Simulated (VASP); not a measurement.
# PbS (I4/mmm) in VASP: further runs, part 2 of 2

VASP 6.6.1.

## (3) Electric field gradients, PBE (zz strain of +2 %)

INCAR

```
PREC = Accurate ; ENCUT = 520
EDIFF = 1E-8 ; ISMEAR = -1
SIGMA = 0.01 ; LREAL = False
LASPH = True ; NELM = 80
ALGO = Normal ; ISIF = 2
LWAVE = False ; LCHARG = False
GGA = PE ; LEFG = True
NBANDS = 17
```

KPOINTS

```
Automatic mesh
0
Gamma
  8 8 8
```

POSCAR

```
PbS
1.0
    0.0000000000      2.9650000000      3.0243000000
    2.9650000000      0.0000000000      3.0243000000
    2.9650000000      2.9650000000      0.0000000000
Pb S
1 1
Direct
    0.0000000000      0.0000000000      0.0000000000
    0.5000000000      0.5000000000      0.5000000000
```

Potentials or basis: VASP PAW PBE potentials, release 64 (Pb_d, S).

Command:

```sh
cat potpaw_PBE.64/Pb_d/POTCAR potpaw_PBE.64/S/POTCAR > POTCAR
mpirun -np 1 vasp_std > vasp.out
```

OUTCAR:

```text
PREC = Accurate
   ENCUT = 520
   EDIFF = 1E-8
   ISMEAR = -1
   LREAL = False
   LASPH = True
   NELM = 80
   ISIF = 2
   GGA = PE

 ion  position               nearest neighbor table
   1  0.000  0.000  0.000-   2 2.96   2 2.96   2 2.96   2 2.96   2 3.02   2 3.02
   2  0.500  0.500  0.500-   1 2.96   1 2.96   1 2.96   1 2.96   1 3.02   1 3.02

  LATTYP: Found a body centered tetragonal cell.
 ALAT       =     4.1931432124
 C/A-ratio  =     1.4424978336

  Lattice vectors:

 A1 = (  -2.9650000000,   0.0000000000,   3.0243000000)
 A2 = (   2.9650000000,   0.0000000000,   3.0243000000)
 A3 = (   0.0000000000,   2.9650000000,  -3.0243000000)

Analysis of symmetry for initial positions (statically):
=====================================================================
 Subroutine PRICEL returns:
 Original cell was already a primitive cell.

 Routine SETGRP: Setting up the symmetry group for a
 body centered tetragonal supercell.

 Subroutine GETGRP returns: Found 16 space group operations
 (whereof 16 operations were pure point group operations)
 out of a pool of 16 trial point group operations.

The static configuration has the point symmetry D_4h.

Analysis of symmetry for dynamics (positions and initial velocities):
=====================================================================
 Subroutine PRICEL returns:
 Original cell was already a primitive cell.

 Routine SETGRP: Setting up the symmetry group for a
 body centered tetragonal supercell.

 Subroutine GETGRP returns: Found 16 space group operations
 (whereof 16 operations were pure point group operations)
 out of a pool of 16 trial point group operations.

[... 151 lines left out ...]
 fundamental gap:      0.4227416263
 Fermi energy:         5.7905298067

 k-point     1 :       0.0000    0.0000    0.0000
  band No.  band energies     occupation
      1     -11.2220      2.00000
      2     -11.2220      2.00000
      3     -11.2163      2.00000
      4     -11.2114      2.00000
      5     -11.1959      2.00000
      6      -7.8546      2.00000
[... 457 lines left out ...]
      4     -11.1921      2.00000
      5     -11.1760      2.00000
      6      -6.9484      2.00000
[... 9 lines left out ...]
     16      15.3590      0.00000
     17      17.1544      0.00000

 [... further k-points ...]
[... 5 lines left out ...]
  --------------------------------------------------------------------------------------
  -------------------------------------------------------------------------------------
  Total        0.6105530      0.6105530     -0.1454577      0.0000000      0.0000000     -0.0000000
  in kB       18.3962672     18.3962672     -4.3827131      0.0000000      0.0000000     -0.0000000
  external PRESSURE =      10.8032737 kB  Pullay stress =       0.0000000 kB

 VOLUME and BASIS-vectors are now :
 -----------------------------------------------------------------------------
  energy-cutoff  :      520.00
  volume of cell :       53.17
      direct lattice vectors                 reciprocal lattice vectors
     0.000000000  2.965000000  3.024300000    -0.168634064  0.168634064  0.165327514
     2.965000000  0.000000000  3.024300000     0.168634064 -0.168634064  0.165327514
     2.965000000  2.965000000  0.000000000     0.168634064  0.168634064 -0.165327514

 POSITION                                       TOTAL-FORCE (eV/Angst)
 -----------------------------------------------------------------------------------
      0.00000      0.00000      0.00000        -0.000000      0.000000     -0.000000
      2.96500      2.96500      3.02430         0.000000     -0.000000      0.000000
 -----------------------------------------------------------------------------------
    total drift:                                0.000000     -0.000000     -0.000000

  FREE ENERGIE OF THE ION-ELECTRON SYSTEM (eV)
  ---------------------------------------------------
  free  energy   TOTEN  =        -8.7613090594 eV

  energy  without entropy=       -8.7613090594  energy(sigma->0) =       -8.76130906

 Electric field gradients (V/A^2)
---------------------------------------------------------------------
 ion       V_xx      V_yy      V_zz      V_xy      V_xz      V_yz
---------------------------------------------------------------------
   1     -28.237   -28.237    56.474    -0.002    -0.001    -0.001
   2      -1.027    -1.027     2.054    -0.001    -0.000    -0.000
---------------------------------------------------------------------

 Electric field gradients after diagonalization (V/A^2)
 (convention: |V_zz| > |V_xx| > |V_yy|)
----------------------------------------------------------------------
 ion       V_xx      V_yy      V_zz     asymmetry (V_yy - V_xx)/ V_zz
----------------------------------------------------------------------
   1     -28.239   -28.236    56.474       0.000
   2      -1.028    -1.026     2.054       0.001
----------------------------------------------------------------------

           NMR quadrupolar parameters

 Cq : quadrupolar parameter    Cq=e*Q*V_zz/h
 eta: asymmetry parameters     (V_yy - V_xx)/ V_zz
 Q  : nuclear electric quadrupole moment in mb (millibarn)
----------------------------------------------------------------------
 ion       Cq(MHz)       eta       Q (mb)
----------------------------------------------------------------------
   1       0.137       0.000       1.000
   2       0.005       0.001       1.000
----------------------------------------------------------------------
```

OSZICAR:

```text
N       E                     dE             d eps       ncg     rms          rms(c)
DAV:   1     0.157878994585E+03    0.15788E+03   -0.96277E+03  2014   0.123E+03
DAV:   2     0.280328207496E+01   -0.15508E+03   -0.14958E+03  2180   0.315E+02
DAV:   3    -0.895295759230E+01   -0.11756E+02   -0.11654E+02  2597   0.920E+01
DAV:   4    -0.925092447440E+01   -0.29797E+00   -0.29775E+00  2655   0.158E+01
DAV:   5    -0.926137796653E+01   -0.10453E-01   -0.10453E-01  2885   0.291E+00    0.452E+00
DAV:   6    -0.875692118361E+01    0.50446E+00   -0.14525E+00  3184   0.801E+00    0.317E+00
DAV:   7    -0.875789136405E+01   -0.97018E-03   -0.14485E-01  2413   0.189E+00    0.184E+00
DAV:   8    -0.876163563231E+01   -0.37443E-02   -0.16810E-02  2405   0.138E+00    0.290E-01
DAV:   9    -0.876110651652E+01    0.52912E-03   -0.36729E-03  3214   0.519E-01    0.869E-02
DAV:  10    -0.876130092244E+01   -0.19441E-03   -0.39025E-04  2330   0.114E-01    0.600E-02
DAV:  11    -0.876130802246E+01   -0.71000E-05   -0.64418E-05  2810   0.858E-02    0.171E-02
DAV:  12    -0.876130895681E+01   -0.93436E-06   -0.43349E-06  2691   0.209E-02    0.333E-03
DAV:  13    -0.876130896974E+01   -0.12930E-07   -0.20925E-07  2712   0.442E-03    0.822E-04
DAV:  14    -0.876130902993E+01   -0.60188E-07   -0.12676E-07  2342   0.187E-03    0.546E-04
DAV:  15    -0.876130904743E+01   -0.17503E-07   -0.42149E-09  2353   0.903E-04    0.241E-04
DAV:  16    -0.876130905930E+01   -0.11864E-07   -0.69806E-10  1384   0.195E-04    0.811E-05
DAV:  17    -0.876130905944E+01   -0.14234E-09   -0.10575E-10  1361   0.146E-04
   1 F= -.87613091E+01 E0= -.87613091E+01  d E =-.126391E-10
```

It took 24 s on 1 thread of Intel Xeon 6975P-C (Granite Rapids), shared host; peak memory 0.21 GiB.

Results:

- Free energy: -8.7613 eV
- Pressure: 1.1 GPa
- Band gap on the k mesh: 0.42 eV, direct

Stress tensor (GPa, compression positive):
```
 1.84  0.00  0.00
 0.00  1.84  0.00
 0.00  0.00 -0.44
```

Levels at points of the mesh, in eV from the valence-band top:
| k point | band 8 | band 9 | band 10 | band 11 | band 12 | band 13 |
| --- | --- | --- | --- | --- | --- | --- |
| (0.00, 0.00, 0.00) | -2.12 | -2.12 | -1.96 | 4.88 | 5.32 | 5.32 |
| (0.50, 0.00, 0.00) | -1.71 | -1.67 | 0.00 | 0.42 | 1.96 | 2.07 |
| (0.50, 0.50, 0.00) | -5.00 | -3.28 | -3.28 | 4.01 | 5.37 | 5.70 |
| (0.50, 0.00, 0.50) | -5.04 | -3.42 | -3.22 | 3.93 | 5.38 | 5.60 |

Electric field gradients, principal values (V/Å²):
```tsv
atom	least	middle	greatest (by size)
1 Pb	-28.236	-28.239	56.474
2 S	-1.026	-1.028	2.054
```

Caveat: the cell differs from its parent crystal (zz strain of +2 %); without QUAD_EFG the Cq values of the log hold for a quadrupole moment of 1 mb, not for the nuclei; spin-orbit coupling is left out, which moves the levels of the heavy elements. A k mesh can miss the band edges.

## (4) Electric field gradients, PBE (zz strain of +3 %)

INCAR

```
PREC     = Accurate       # precision mode
ENCUT    = 520            # plane-wave cutoff, eV
EDIFF    = 1E-8           # SCF threshold, eV
ISMEAR   = -1             # smearing method
SIGMA    = 0.01           # smearing width, eV
LREAL    = False          # projectors in reciprocal space
LASPH    = True           # aspherical terms in the spheres
NELM     = 60             # most SCF steps
ALGO     = Normal         # electronic algorithm
ISIF     = 2              # what is computed and relaxed
LWAVE    = False          # write WAVECAR
LCHARG   = False          # write CHGCAR
GGA      = PE             # functional
LEFG     = True         
NBANDS   = 17             # bands
```

KPOINTS

```
regular mesh
0
Gamma
  8 8 8
```

POSCAR

```
PbS
1.0
    0.0000000000      2.9650000000      3.0539500000
    2.9650000000      0.0000000000      3.0539500000
    2.9650000000      2.9650000000      0.0000000000
Pb S
1 1
Direct
    0.0000000000      0.0000000000      0.0000000000
    0.5000000000      0.5000000000      0.5000000000
```

Potentials or basis: VASP PAW PBE potentials, release 64 (Pb_d, S).

Command:

```sh
cat potpaw_PBE.64/Pb_d/POTCAR potpaw_PBE.64/S/POTCAR > POTCAR
mpirun -np 1 vasp_std > vasp.out
```

OUTCAR:

```text
PREC = Accurate
   ENCUT = 520
   EDIFF = 1E-8
   ISMEAR = -1
   LREAL = False
   LASPH = True
   NELM = 60
   ISIF = 2
   GGA = PE

 ion  position               nearest neighbor table
   1  0.000  0.000  0.000-   2 2.96   2 2.96   2 2.96   2 2.96   2 3.05   2 3.05
   2  0.500  0.500  0.500-   1 2.96   1 2.96   1 2.96   1 2.96   1 3.05   1 3.05

  LATTYP: Found a body centered tetragonal cell.
 ALAT       =     4.1931432124
 C/A-ratio  =     1.4566399692

  Lattice vectors:

 A1 = (  -2.9650000000,   0.0000000000,   3.0539500000)
 A2 = (   2.9650000000,   0.0000000000,   3.0539500000)
 A3 = (   0.0000000000,   2.9650000000,  -3.0539500000)

Analysis of symmetry for initial positions (statically):
=====================================================================
 Subroutine PRICEL returns:
 Original cell was already a primitive cell.

 Routine SETGRP: Setting up the symmetry group for a
 body centered tetragonal supercell.

 Subroutine GETGRP returns: Found 16 space group operations
 (whereof 16 operations were pure point group operations)
 out of a pool of 16 trial point group operations.

The static configuration has the point symmetry D_4h.

Analysis of symmetry for dynamics (positions and initial velocities):
=====================================================================
 Subroutine PRICEL returns:
 Original cell was already a primitive cell.

 Routine SETGRP: Setting up the symmetry group for a
 body centered tetragonal supercell.

 Subroutine GETGRP returns: Found 16 space group operations
 (whereof 16 operations were pure point group operations)
[... 159 lines left out ...]
      2     -11.3336      2.00000
      3     -11.3265      2.00000
      4     -11.3248      2.00000
      5     -11.3026      2.00000
      6      -7.8962      2.00000
[... 457 lines left out ...]
      4     -11.3040      2.00000
      5     -11.2862      2.00000
      6      -7.0032      2.00000
[... 9 lines left out ...]
     16      15.2547      0.00000
     17      16.9163      0.00000

 [... further k-points ...]

------------------------ aborting loop because EDIFF is reached ----------------------------------------

  FORCE on cell =-STRESS in cart. coord.  units (eV):
  Direction    XX          YY          ZZ          XY          YZ          ZX
  --------------------------------------------------------------------------------------
  -------------------------------------------------------------------------------------
  Total        0.5563999      0.5563999     -0.5099873      0.0000000      0.0000000     -0.0000000
  in kB       16.6018435     16.6018435    -15.2169850      0.0000000      0.0000000     -0.0000000
  external PRESSURE =       5.9955673 kB  Pullay stress =       0.0000000 kB

 VOLUME and BASIS-vectors are now :
 -----------------------------------------------------------------------------
  energy-cutoff  :      520.00
  volume of cell :       53.70
      direct lattice vectors                 reciprocal lattice vectors
     0.000000000  2.965000000  3.053950000    -0.168634064  0.168634064  0.163722392
     2.965000000  0.000000000  3.053950000     0.168634064 -0.168634064  0.163722392
     2.965000000  2.965000000  0.000000000     0.168634064  0.168634064 -0.163722392

 POSITION                                       TOTAL-FORCE (eV/Angst)
 -----------------------------------------------------------------------------------
      0.00000      0.00000      0.00000         0.000000      0.000000      0.000000
      2.96500      2.96500      3.05395        -0.000000     -0.000000     -0.000000
 -----------------------------------------------------------------------------------
    total drift:                                0.000000     -0.000000     -0.000000

  FREE ENERGIE OF THE ION-ELECTRON SYSTEM (eV)
  ---------------------------------------------------
  free  energy   TOTEN  =        -8.7583071789 eV

  energy  without entropy=       -8.7583071789  energy(sigma->0) =       -8.75830718

 Electric field gradients (V/A^2)
---------------------------------------------------------------------
 ion       V_xx      V_yy      V_zz      V_xy      V_xz      V_yz
---------------------------------------------------------------------
   1     -41.441   -41.441    82.883    -0.002    -0.001    -0.001
   2      -1.429    -1.429     2.858    -0.001    -0.000    -0.000
---------------------------------------------------------------------

 Electric field gradients after diagonalization (V/A^2)
 (convention: |V_zz| > |V_xx| > |V_yy|)
----------------------------------------------------------------------
 ion       V_xx      V_yy      V_zz     asymmetry (V_yy - V_xx)/ V_zz
----------------------------------------------------------------------
   1     -41.443   -41.440    82.883       0.000
   2      -1.430    -1.428     2.858       0.000
----------------------------------------------------------------------

           NMR quadrupolar parameters

 Cq : quadrupolar parameter    Cq=e*Q*V_zz/h
 eta: asymmetry parameters     (V_yy - V_xx)/ V_zz
 Q  : nuclear electric quadrupole moment in mb (millibarn)
----------------------------------------------------------------------
 ion       Cq(MHz)       eta       Q (mb)
----------------------------------------------------------------------
   1       0.200       0.000       1.000
   2       0.007       0.000       1.000
----------------------------------------------------------------------
```

OSZICAR:

```text
N       E                     dE             d eps       ncg     rms          rms(c)
DAV:   1     0.160660775368E+03    0.16066E+03   -0.97065E+03  2014   0.123E+03
DAV:   2     0.366520749593E+01   -0.15700E+03   -0.15101E+03  2126   0.312E+02
DAV:   3    -0.894630719875E+01   -0.12612E+02   -0.12499E+02  2615   0.931E+01
DAV:   4    -0.925670153136E+01   -0.31039E+00   -0.31011E+00  2584   0.162E+01
DAV:   5    -0.926836263620E+01   -0.11661E-01   -0.11660E-01  2955   0.306E+00    0.445E+00
DAV:   6    -0.875382219054E+01    0.51454E+00   -0.14846E+00  3196   0.804E+00    0.312E+00
DAV:   7    -0.875489619272E+01   -0.10740E-02   -0.14523E-01  2406   0.189E+00    0.183E+00
DAV:   8    -0.875867267879E+01   -0.37765E-02   -0.17274E-02  2339   0.139E+00    0.317E-01
DAV:   9    -0.875809044009E+01    0.58224E-03   -0.37126E-03  3234   0.519E-01    0.896E-02
DAV:  10    -0.875829987432E+01   -0.20943E-03   -0.39552E-04  2334   0.115E-01    0.646E-02
DAV:  11    -0.875830609385E+01   -0.62195E-05   -0.64717E-05  2857   0.861E-02    0.167E-02
DAV:  12    -0.875830709588E+01   -0.10020E-05   -0.41862E-06  2639   0.199E-02    0.352E-03
DAV:  13    -0.875830710134E+01   -0.54611E-08   -0.18153E-07  2806   0.418E-03    0.614E-04
DAV:  14    -0.875830714917E+01   -0.47828E-07   -0.12602E-07  2349   0.187E-03    0.474E-04
DAV:  15    -0.875830716566E+01   -0.16491E-07   -0.37002E-09  2363   0.782E-04    0.276E-04
DAV:  16    -0.875830717852E+01   -0.12857E-07   -0.59552E-10  1413   0.185E-04    0.578E-05
DAV:  17    -0.875830717892E+01   -0.40313E-09   -0.97261E-11  1436   0.140E-04
   1 F= -.87583072E+01 E0= -.87583072E+01  d E =-.201945E-11
```

Run time: 28 s. Hardware: 1 thread of Intel Xeon 6975P-C (Granite Rapids), shared host; peak memory 0.2 GiB.

Results:

```
Free energy            : -8.7583 eV
Pressure               : 0.6 GPa
Band gap on the k mesh : 0.45 eV, direct
```

Stress tensor (GPa, compression positive):
```
 1.66  0.00  0.00
 0.00  1.66  0.00
 0.00  0.00 -1.52
```

Electric field gradients, principal values (V/Å²):
| atom | least | middle | greatest (by size) |
| --- | --- | --- | --- |
| 1 Pb | -41.440 | -41.443 | 82.883 |
| 2 S | -1.428 | -1.430 | 2.858 |

Caveat: the cell differs from its parent crystal (zz strain of +3 %); without QUAD_EFG the Cq values of the log hold for a quadrupole moment of 1 mb, not for the nuclei; spin-orbit coupling is left out, which moves the levels of the heavy elements. A k mesh can miss the band edges.

## (5) Summary

| cell | gap on the mesh (eV) | pressure (GPa) |
| --- | --- | --- |
| a = 4.214, b = 4.214, c = 4.193 Å, angles 60.2, 60.2, 59.7°, 2 atoms | 0.40 | 1.6 |
| a = 4.235, b = 4.235, c = 4.193 Å, angles 60.3, 60.3, 59.3°, 2 atoms | 0.42 | 1.1 |
| a = 4.257, b = 4.257, c = 4.193 Å, angles 60.5, 60.5, 59.0°, 2 atoms | 0.45 | 0.6 |

Alike in all rows: task electric field gradients; level PBE; potentials or basis VASP PAW PBE potentials, release 64 (Pb_d, S); no spin polarisation; k mesh 8 × 8 × 8; cutoff (eV) 520; smearing fermi-dirac 0.01 eV.

Caveats: spin-orbit coupling is left out, which moves the levels of the heavy elements.

Absolute energies hang on the potentials; compare differences alone.
